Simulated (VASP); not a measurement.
Here is a VASP 6.6.1 calculation.

INCAR

```
ALGO = Normal
EDIFF = 1E-6
ENCUT = 600
GGA = PE
GGA_COMPAT = F
ISIF = 2
ISMEAR = -1
LASPH = T
LCHARG = T
LELF = T
LREAL = F
LVHAR = T
LWAVE = F
NBANDS = 12
NELM = 120
PREC = Accurate
SIGMA = 0.05
```

File KPOINTS:

```
k-points
0
Gamma
  7 7 7
```

The input POSCAR:

```
Cu
1.0
    0.0000000000      1.8075000000      1.8075000000
    1.8075000000      0.0000000000      1.8075000000
    1.8075000000      1.8075000000      0.0000000000
Cu
1
Direct
    0.0000000000      0.0000000000      0.0000000000
```

Potentials or basis: VASP PAW PBE potentials, release 64 (Cu).

The run is started by

```sh
$ cat potpaw_PBE.64/Cu/POTCAR > POTCAR
$ mpirun -np 1 vasp_std > vasp.out
```

(1) What does it give for the pressure?

(2) Predict the band gap on the k mesh.

Answers

(1) 2.2 GPa.

(2) zero (an odd number of electrons rules out a gap without spin polarisation).

Caveat: the k points lie up to 0.43 Å⁻¹ apart, too coarse for converged energies and pressures of a metal.
